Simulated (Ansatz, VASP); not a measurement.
## GaC4 in VASP and in Ansatz

```
CELL_PARAMETERS angstrom
3.69780 0.00000 0.00000
0.00000 3.69780 0.00000
0.00000 0.00000 3.69780
ATOMIC_POSITIONS crystal
Ga 0.00000 0.00000 0.00000
C 0.00000 0.50000 0.50000
C 0.50000 0.00000 0.50000
C 0.50000 0.50000 0.00000
C 0.50000 0.50000 0.50000
```

Alike in both runs: task single point; functional PBE; k mesh 6 × 6 × 6; occupations gaussian, width 0.1 eV; collinear spin.

```csv
,VASP,Ansatz
version,VASP 6.6.1,Ansatz 0.2.0
potentials or method,"VASP PAW PBE potentials, release 64 (Ga_d, C), cutoff 520 eV","scalar-relativistic, plane waves, PAW"
valence electrons in the cell,29,29
```

Ansatz gave:

| Property | Result |
| --- | --- |
| gap on the k mesh at the Fermi level (eV) | none |
| pressure (GPa) | -21.7 |
| net moment per atom (μB) | 0.00 |

Task: Which values does VASP return?

Result: gap on the k mesh at the Fermi level (eV): none; pressure (GPa): -21.5; net moment per atom (μB): 0.00.

A gap of «none» marks a metal or a gap that the smearing closes. With one functional, cell and mesh, what is left measures potentials, basis and numerics. Ansatz's warnings: seeded moment not kept.
